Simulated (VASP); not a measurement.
# Ta2N (P-3m1) in VASP: notebook

The runs below take Ta2N through single point, with r2SCAN.

Program: VASP 6.6.1. These are calculated values, not measurements. Logs are shortened: lines on timing, memory, paths and dates and some standing lists are left out, and cuts for length are marked.

**1. The cell of the first run**

The structure is trigonal, space group P-3m1 (No. 164). Conventional cell: a = 3.113 Å, b = 3.113 Å, c = 4.870 Å, α = 90.00°, β = 90.00°, γ = 120.00°. Within 2.9 Å of Ta (site symmetry 3m) lie 3 N at 2.18 Å. N (site symmetry -3m) has 6 Ta at 2.18 Å within 2.9 Å.

**2. Single point, r2SCAN**

Input file POSCAR:

```
Ta2N
1.0
    3.1128615060      0.0000000000      0.0000000000
   -1.5564307530      2.6958171426      0.0000000000
    0.0000000000      0.0000000000      4.8698410000
Ta N
2 1
Direct
    0.3333333333      0.6666666667      0.2547110000
    0.6666666667      0.3333333333      0.7452890000
    0.0000000000      0.0000000000      0.0000000000
```

Input file INCAR.step1:

```
  PREC = Accurate
  ENCUT = 660
  ISMEAR = -1
  SIGMA = 0.05
  LREAL = False
  LASPH = True
  NELM = 120
  NBANDS = 22
  GGA = PE
  ALGO = Normal
  EDIFF = 1E-5
  LWAVE = True
  LCHARG = False
  GGA_COMPAT = False
```

Input file INCAR.step2:

```
  PREC = Accurate
  ENCUT = 660
  EDIFF = 1E-6
  ISMEAR = -1
  SIGMA = 0.05
  LREAL = False
  LASPH = True
  NELM = 120
  ALGO = Normal
  ISIF = 2
  LWAVE = False
  LCHARG = False
  METAGGA = R2SCAN
  LMIXTAU = True
  NBANDS = 22
  ISTART = 1
  GGA_COMPAT = False
```

Input file KPOINTS:

```
regular mesh
0
Gamma
  10 10 6
```

Potentials or basis: VASP PAW PBE potentials, release 64 (Ta_sv_GW, N).

Started as:

```bash
> cat potpaw_PBE.64/Ta_sv_GW/POTCAR potpaw_PBE.64/N/POTCAR > POTCAR
> cp INCAR.step1 INCAR
> mpirun -np 1 vasp_std > vasp.out
> cp INCAR.step2 INCAR
> mpirun -np 1 vasp_std > vasp.out
```

OUTCAR:

```text
PREC = Accurate
   ENCUT = 660
   EDIFF = 1E-6
   ISMEAR = -1
   LREAL = False
   LASPH = True
   NELM = 120
   ISIF = 2
   METAGGA = R2SCAN
   ISTART = 1

 ion  position               nearest neighbor table
   1  0.333  0.667  0.255-   3 2.18   3 2.18   3 2.18   2 2.99   2 2.99   2 2.99   2 3.06   2 3.06
                             2 3.06
   2  0.667  0.333  0.745-   3 2.18   3 2.18   3 2.18   1 2.99   1 2.99   1 2.99   1 3.06   1 3.06
                             1 3.06
   3  0.000  0.000  0.000-   1 2.18   2 2.18   1 2.18   2 2.18   2 2.18   1 2.18

  LATTYP: Found a hexagonal cell.
 ALAT       =     3.1128615060
 C/A-ratio  =     1.5644258476

  Lattice vectors:

 A1 = (   3.1128615060,   0.0000000000,   0.0000000000)
 A2 = (  -1.5564307530,   2.6958171426,   0.0000000000)
 A3 = (   0.0000000000,   0.0000000000,   4.8698410000)

Analysis of symmetry for initial positions (statically):
=====================================================================
 Subroutine PRICEL returns:
 Original cell was already a primitive cell.

 Routine SETGRP: Setting up the symmetry group for a
 hexagonal supercell.

 Subroutine GETGRP returns: Found 12 space group operations
 (whereof 12 operations were pure point group operations)
 out of a pool of 24 trial point group operations.

The static configuration has the point symmetry D_3d.

Analysis of symmetry for dynamics (positions and initial velocities):
=====================================================================
 Subroutine PRICEL returns:
 Original cell was already a primitive cell.

 Routine SETGRP: Setting up the symmetry group for a
 hexagonal supercell.

 Subroutine GETGRP returns: Found 12 space group operations
 (whereof 12 operations were pure point group operations)
 out of a pool of 24 trial point group operations.

The dynamic configuration has the point symmetry D_3d.

 Subroutine INISYM returns: Found 12 space group operations
 (whereof 12 operations are pure point group operations),
 and found     1 'primitive' translations

----------------------------------------------------------------------------------------

                                     Primitive cell

  volume of cell :      40.8663

  direct lattice vectors                    reciprocal lattice vectors
     3.112861506  0.000000000  0.000000000     0.321247829  0.185472520  0.000000000
    -1.556430753  2.695817143  0.000000000     0.000000000  0.370945041  0.000000000
     0.000000000  0.000000000  4.869841000     0.000000000  0.000000000  0.205345513

  length of vectors
     3.112861506  3.112861506  4.869841000     0.370945041  0.370945041  0.205345513

  position of ions in fractional coordinates (direct lattice)
     0.333333333  0.666666667  0.254711000
     0.666666667  0.333333333  0.745289000
     0.000000000  0.000000000  0.000000000

  ion indices of the primitive-cell ions
   primitive index   ion index
                 1           1
                 2           2
                 3           3

----------------------------------------------------------------------------------------

 KPOINTS: regular mesh

Automatic generation of k-mesh.
 Grid dimensions read from file:
 generate k-points for:   10   10    6

 Generating k-lattice:

  Cartesian coordinates                     Fractional coordinates (reciprocal lattice)
     0.032124783  0.018547252  0.000000000     0.100000000  0.000000000  0.000000000
     0.000000000  0.037094504  0.000000000     0.000000000  0.100000000  0.000000000
     0.000000000  0.000000000  0.034224252     0.000000000  0.000000000  0.166666667

  Length of vectors
     0.037094504  0.037094504  0.034224252

  Shift w.r.t. Gamma in fractional coordinates (k-lattice)
     0.000000000  0.000000000  0.000000000

 Subroutine IBZKPT returns following result:
 ===========================================

 Found     72 irreducible k-points:

 Following reciprocal coordinates:
            Coordinates               Weight
  0.000000  0.000000  0.000000      1.000000
  0.100000 -0.000000  0.000000      6.000000
  0.200000 -0.000000  0.000000      6.000000
  0.300000 -0.000000  0.000000      6.000000
  0.400000 -0.000000  0.000000      6.000000
  0.500000  0.000000  0.000000      3.000000
[... 16 lines left out ...]
  0.000000  0.400000  0.166667      6.000000
  0.500000  0.000000  0.166667      6.000000
 [... further k-points ...]
   k-points           NKPTS =     72   k-points in BZ     NKDIM =     72   number of bands    NBANDS=     22
   number of dos      NEDOS =    301   number of ions     NIONS =      3
   total plane-waves  NPLWV =  32928
   dimension x,y,z NGX =    28 NGY =   28 NGZ =   42
   dimension x,y,z NGXF=    56 NGYF=   56 NGZF=   84
   ions per type =               2   1
   NGX,Y,Z   is equivalent  to a cutoff of  14.95, 14.95, 14.34 a.u.
   NGXF,Y,Z  is equivalent  to a cutoff of  29.91, 29.91, 28.68 a.u.
 SYSTEM =  unknown system
   PREC   = accura    normal or accurate (medium, high low for compatibility)
   ISTART =      1    job   : 0-new  1-cont  2-samecut
   ICHARG =      0    charge: 1-file 2-atom 10-const
   ISPIN  =      1    spin polarized calculation?
   LNONCOLLINEAR =      F non collinear calculations
   LSORBIT =      F    spin-orbit coupling
   LASPH  =      T    aspherical Exc in radial PAW
   ENCUT  =  660.0 eV  48.51 Ry    6.96 a.u.   6.52  6.52 10.20*2*pi/ulx,y,z
   NELM   =    120;   NELMIN=  2; NELMDL=  0     # of ELM steps
   EDIFF  = 0.1E-05   stopping-criterion for ELM
   LREAL  =      F    real-space projection
   EDIFFG = 0.1E-04   stopping-criterion for IOM
   NSW    =      0    number of steps for IOM
   IBRION =     -1    ionic relax: 0-MD 1-quasi-New 2-CG
   NFREE  =      0    steps in history (QN), initial steepest desc. (CG)
   ISIF   =      2    stress and relaxation
   ISYM   =      2    0-nonsym 1-usesym 2-fastsym
   POTIM  = 0.5000    time-step for ionic-motion
   TEBEG  =    0.0;   TEEND  =   0.0 temperature during run
   PSTRESS=    0.0 pullay stress
   NELECT =      31.0000    total number of electrons
   NUPDOWN=      -1.0000    fix difference up-down
   EMIN   =  10.00;   EMAX   =-10.00  energy-range for DOS
   EFERMI =   0.00;   METHOD = LEGACY
   ISMEAR =    -1;   SIGMA  =   0.05  broadening in eV -4-tet -1-fermi 0-gaus
   EFERMI_NEDOS =   21; number of points for ismear=-14 and -15
   IALGO  =     38    algorithm
   IMIX   =      4    mixing-type and parameters
     AMIX     =   0.40;   BMIX     =  1.00
     AMIX_MAG =   1.60;   BMIX_MAG =  1.00
  volume/ion in A,a.u.               =      13.62        91.93
  Fermi-wavevector in a.u.,A,eV,Ry     =   1.493048  2.821451 30.329997  2.229192
  Thomas-Fermi vector in A             =   2.605498
   LORBIT       =      0    0 simple, 1 ext, 2 COOP (PROOUT), +10 PAW based schemes
   METAGGA = R2SCAN    functional components
   LHFCALC =     F    Hartree Fock is set to
   AEXX    =    0.0000 exact exchange contribution
   IVDW    =     0    specifies the selected vdW correction
   LEPSILON=     F    determine dielectric tensor
   LRPA    =     F    only Hartree local field effects (RPA)
 non-spin polarized calculation
  energy-cutoff  :      660.00
  volume of cell :       40.87
 maximum number of plane-waves:      1616
 NGX is ok and might be reduce to    28
   NGX = 13   NGY = 13   NGZ = 21

 number of electron      30.9999999 magnetization

 Free energy of the ion-electron system (eV)
  ---------------------------------------------------
  ext. energy  EPLUGINS =         0.00000000
  ---------------------------------------------------
  free energy    TOTEN  =      -114.08334412 eV

  energy without entropy =     -114.07049449  energy(sigma->0) =     -114.07691931

 E-fermi :  11.9139     XC(G=0): -14.2326

 val. band max:       11.9096556939   @ k =   0.1000  -0.0000   0.0000
 cond. band min:      11.9235655223   @ k =   0.2000   0.1000   0.3333
 fundamental gap:      0.0139098283
 Fermi energy:        11.9139122491

 k-point     1 :       0.0000    0.0000    0.0000
  band No.  band energies     occupation
      1     -58.8893      2.00000
      2     -58.8074      2.00000
      3     -25.1632      2.00000
      4     -24.4131      2.00000
      5     -24.4131      2.00000
      6     -24.2860      2.00000
[... 14 lines left out ...]
     21      13.1144      0.00000
     22      16.9741      0.00000

 k-point     2 :       0.1000   -0.0000    0.0000
  band No.  band energies     occupation
      1     -58.8839      2.00000
      2     -58.8056      2.00000
      3     -25.1322      2.00000
      4     -24.4735      2.00000
      5     -24.4349      2.00000
      6     -24.3463      2.00000
[... 14 lines left out ...]
     21      13.8253      0.00000
     22      16.9920      0.00000

 k-point     3 :       0.2000   -0.0000    0.0000
  band No.  band energies     occupation
      1     -58.8694      2.00000
      2     -58.8013      2.00000
      3     -25.0458      2.00000
      4     -24.6329      2.00000
      5     -24.4958      2.00000
      6     -24.4878      2.00000
[... 14 lines left out ...]
     21      15.5355      0.00000
     22      16.6279      0.00000

 k-point     4 :       0.3000   -0.0000    0.0000
  band No.  band energies     occupation
      1     -58.8501      2.00000
      2     -58.7973      2.00000
      3     -24.9285      2.00000
      4     -24.8251      2.00000
      5     -24.6673      2.00000
      6     -24.5484      2.00000
[... 14 lines left out ...]
     21      16.1998      0.00000
     22      17.2743      0.00000

 k-point     5 :       0.4000   -0.0000    0.0000
  band No.  band energies     occupation
      1     -58.8323      2.00000
      2     -58.7963      2.00000
      3     -24.9994      2.00000
      4     -24.7987      2.00000
      5     -24.7847      2.00000
      6     -24.5949      2.00000
[... 417 lines left out ...]
 k-point    22 :       0.4000   -0.0000    0.1667
  band No.  band energies     occupation
      1     -58.8299      2.00000
      2     -58.7987      2.00000
      3     -25.0202      2.00000
      4     -24.8760      2.00000
      5     -24.7021      2.00000
      6     -24.5807      2.00000
[... 14 lines left out ...]
     21      16.5524      0.00000
     22      16.9991      0.00000

 k-point    23 :       0.0000    0.4000    0.1667
  band No.  band energies     occupation
      1     -58.8299      2.00000
      2     -58.7987      2.00000
      3     -25.0618      2.00000
      4     -24.8432      2.00000
      5     -24.6779      2.00000
      6     -24.5770      2.00000
[... 14 lines left out ...]
     21      16.2352      0.00000
     22      18.1443      0.00000

 k-point    24 :       0.5000    0.0000    0.1667
  band No.  band energies     occupation
      1     -58.8223      2.00000
      2     -58.7990      2.00000
      3     -25.0921      2.00000
      4     -24.9009      2.00000
      5     -24.6507      2.00000
      6     -24.5956      2.00000
[... 14 lines left out ...]
     21      16.5726      0.00000
     22      17.4387      0.00000

 [... further k-points ...]
[... 5 lines left out ...]
  --------------------------------------------------------------------------------------
  -------------------------------------------------------------------------------------
  Total       -1.6393308     -1.6393308     -0.9324700      0.0000000      0.0000000      0.0000000
  in kB      -64.2705737    -64.2705737    -36.5578326      0.0000000      0.0000000      0.0000000
  external PRESSURE =     -55.0329933 kB  Pullay stress =       0.0000000 kB

 VOLUME and BASIS-vectors are now :
 -----------------------------------------------------------------------------
  energy-cutoff  :      660.00
  volume of cell :       40.87
      direct lattice vectors                 reciprocal lattice vectors
     3.112861506  0.000000000  0.000000000     0.321247829  0.185472520  0.000000000
    -1.556430753  2.695817143  0.000000000     0.000000000  0.370945041  0.000000000
     0.000000000  0.000000000  4.869841000     0.000000000  0.000000000  0.205345513

 POSITION                                       TOTAL-FORCE (eV/Angst)
 -----------------------------------------------------------------------------------
     -0.00000      1.79721      1.24040        -0.000000      0.000000      0.146669
      1.55643      0.89861      3.62944         0.000000      0.000000     -0.146669
      0.00000      0.00000      0.00000         0.000000      0.000000      0.000000
 -----------------------------------------------------------------------------------
    total drift:                                0.000000     -0.000000     -0.000000

  FREE ENERGIE OF THE ION-ELECTRON SYSTEM (eV)
  ---------------------------------------------------
  free  energy   TOTEN  =      -114.0833441233 eV

  energy  without entropy=     -114.0704944926  energy(sigma->0) =     -114.07691931
```

Wall time 3.6 min (1 thread of Intel Xeon Platinum 8488C (Sapphire Rapids), shared host); peak memory 0.25 GiB.

Results:

| Item | Value |
| --- | --- |
| Free energy | -114.0833 eV |
| Pressure | -5.5 GPa |
| Largest force | 0.147 eV/Å |

Forces in eV/Å, atoms in the order of the input:
```
Ta   0.000  0.000  0.147
Ta   0.000  0.000 -0.147
N    0.000  0.000  0.000
```

Stress tensor (GPa, compression positive):
```
-6.43  0.00  0.00
 0.00 -6.43  0.00
 0.00  0.00 -3.66
```

Caveat: the PAW data sets were made with another functional, which shifts forces and pressure a little; spin-orbit coupling is left out, which moves the levels of the heavy elements.

**3. Single point, r2SCAN**

This run uses another cell than the first one, of 13.89 Å³/atom, 1.020 times its volume.

Input file POSCAR:

```
Ta2N
1.0
    3.1334770837      0.0000000000      0.0000000000
   -1.5667385418      2.7136707566      0.0000000000
    0.0000000000      0.0000000000      4.9020925425
Ta N
2 1
Direct
    0.3333333333      0.6666666667      0.2547110000
    0.6666666667      0.3333333333      0.7452890000
    0.0000000000      0.0000000000      0.0000000000
```

Input file INCAR.step1:

```
ALGO = Normal ; EDIFF = 1E-5
ENCUT = 660 ; GGA = PE
GGA_COMPAT = F ; ISMEAR = -1
LASPH = T ; LCHARG = F
LREAL = F ; LWAVE = T
NBANDS = 22 ; NELM = 120
PREC = Accurate ; SIGMA = 0.05
```

Input file INCAR.step2:

```
ALGO = Normal ; EDIFF = 1E-6
ENCUT = 660 ; GGA_COMPAT = F
ISIF = 2 ; ISMEAR = -1
ISTART = 1 ; LASPH = T
LCHARG = F ; LMIXTAU = T
LREAL = F ; LWAVE = F
METAGGA = R2SCAN ; NBANDS = 22
NELM = 120 ; PREC = Accurate
SIGMA = 0.05
```

Input file KPOINTS:

```
k-points
0
Gamma
  10 10 6
```

Potentials or basis: VASP PAW PBE potentials, release 64 (Ta_sv_GW, N).

Started as:

```bash
> cat potpaw_PBE.64/Ta_sv_GW/POTCAR potpaw_PBE.64/N/POTCAR > POTCAR
> cp INCAR.step1 INCAR
> mpirun -np 1 vasp_std > vasp.out
> cp INCAR.step2 INCAR
> mpirun -np 1 vasp_std > vasp.out
```

Wall time 7.6 min (1 thread of Intel Xeon Platinum 8259CL at 2.50GHz (Skylake/Cascade Lake), shared host); peak memory 0.25 GiB.

The run converged. Its results:

```
Free energy   : -114.0422 eV
Pressure      : -10.8 GPa
Largest force : 0.035 eV/Å
```

Forces in eV/Å, atoms in the order of the input:
```
Ta   0.000  0.000  0.035
Ta   0.000  0.000 -0.035
N    0.000  0.000  0.000
```

Stress tensor (GPa, compression positive):
```
-11.63   0.00   0.00
  0.00 -11.63   0.00
  0.00   0.00  -9.04
```

Levels at points of the mesh, in eV from the Fermi level:
```
           k point  band 11  band 12  band 13  band 14  band 15  band 16  band 17  band 18  band 19  band 20
(0.00, 0.00, 0.00)    -6.29    -6.29    -5.41    -0.62    -0.20    -0.20     0.18     0.33     0.33     1.17
(0.50, 0.00, 0.00)    -6.80    -6.61    -4.61    -2.90    -1.63     1.77     1.88     3.74     3.97     4.20
(0.00, 0.00, 0.50)    -6.46    -6.46    -2.97    -2.96    -1.08    -1.08     1.75     1.95     2.32     2.32
(0.50, 0.00, 0.50)    -6.93    -6.37    -3.36    -2.46    -2.29    -0.37     0.70     3.32     3.53     3.99
```

Caveat: the PAW data sets were made with another functional, which shifts forces and pressure a little; spin-orbit coupling is left out, which moves the levels of the heavy elements.
